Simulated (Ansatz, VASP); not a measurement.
**Ag in VASP and in Ansatz**

```
CELL_PARAMETERS angstrom
4.42386 0.00000 0.00000
-2.21193 3.83117 0.00000
0.00000 0.00000 2.65062
ATOMIC_POSITIONS crystal
Ag 0.00000 0.00000 0.00000
Ag 0.33333 0.66667 0.50000
Ag 0.66667 0.33333 0.50000
```

Alike in both runs: task single point; functional PBEsol; k mesh 9 × 9 × 13; occupations fermi-dirac, width 0.1 eV; no spin polarisation.

```csv
,VASP,Ansatz
version,VASP 6.6.1,Ansatz 0.2.0
potentials or method,"VASP PAW PBE potentials, release 64 (Ag), cutoff 520 eV","plane waves (420 eV) with PAW, scalar-relativistic"
valence electrons in the cell,33,57
```

```tsv
	VASP	Ansatz	Ansatz less VASP
pressure (GPa)	20.2	20.7	+0.48
traceless stress, the component that is largest in VASP (GPa)	-0.50	-0.51	-0.007
```

VASP's potentials were made for PBE, not for PBEsol, and Ansatz warns of the same on its side. VASP's potentials hold 33 valence electrons a cell and Ansatz's 57, so a difference there can come from the potentials and not from the codes.
